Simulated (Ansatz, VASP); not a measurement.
KCl in VASP and in Ansatz

File INCAR:

```
  PREC = Accurate
  ENCUT = 520
  EDIFF = 1E-6
  ISMEAR = 0
  SIGMA = 0.05
  LREAL = False
  LASPH = True
  NELM = 100
  ALGO = Normal
  ISIF = 2
  LWAVE = False
  LCHARG = False
  GGA = PE
  NBANDS = 15
```

The input KPOINTS:

```
regular mesh
0
Gamma
  8 8 8
```

POSCAR

```
KCl
1.0
    3.4205069823      0.0000000000      0.0000000000
    0.0000000000      3.4205069823      0.0000000000
    0.0000000000      0.0000000000      4.8365968729
K Cl
1 1
Direct
    0.0000000000      0.0000000000      0.0000000000
    0.5000000000      0.5000000000      0.5000000000
```

Input for Ansatz:

```yaml
crystal:
  lattice:
    - [3.4205069823, 0.0, 0.0]
    - [0.0, 3.4205069823, 0.0]
    - [0.0, 0.0, 4.8365968729]
  atoms:
    - { symbol: K, position: [0.0, 0.0, 0.0] }
    - { symbol: Cl, position: [0.5, 0.5, 0.5] }
basis:
  ecutwfc: 420
kpoints:
  mp_grid: { grid: [8, 8, 8] }
hamiltonian:
  xc: pbe
scf:
  occupations: { method: gaussian, width: 0.05 }
output:
  forces: true
  stress: true
  eigenvalues: true
```

Alike in both runs: task single point; functional PBE; k mesh 8 × 8 × 8; occupations gaussian, width 0.05 eV; no spin polarisation.

|  | VASP | Ansatz |
| --- | --- | --- |
| version | VASP 6.6.1 | Ansatz 0.2.0 |
| potentials or method | VASP PAW PBE potentials, release 64 (K_sv, Cl), cutoff 520 eV | scalar-relativistic, plane waves, PAW |
| valence electrons in the cell | 16 | 16 |

```tsv
	VASP	Ansatz	Ansatz less VASP
gap on the k mesh at the Fermi level (eV)	2.48	2.47	-0.003
least direct gap on the mesh (eV)	2.73	2.73	-0.003
pressure (GPa)	0.2	0.2	0.00
traceless stress, the component that is largest in VASP (GPa)	-11.38	-11.39	-0.018
```

The functional is the same, so the differences come from potentials, cutoffs and numerics.
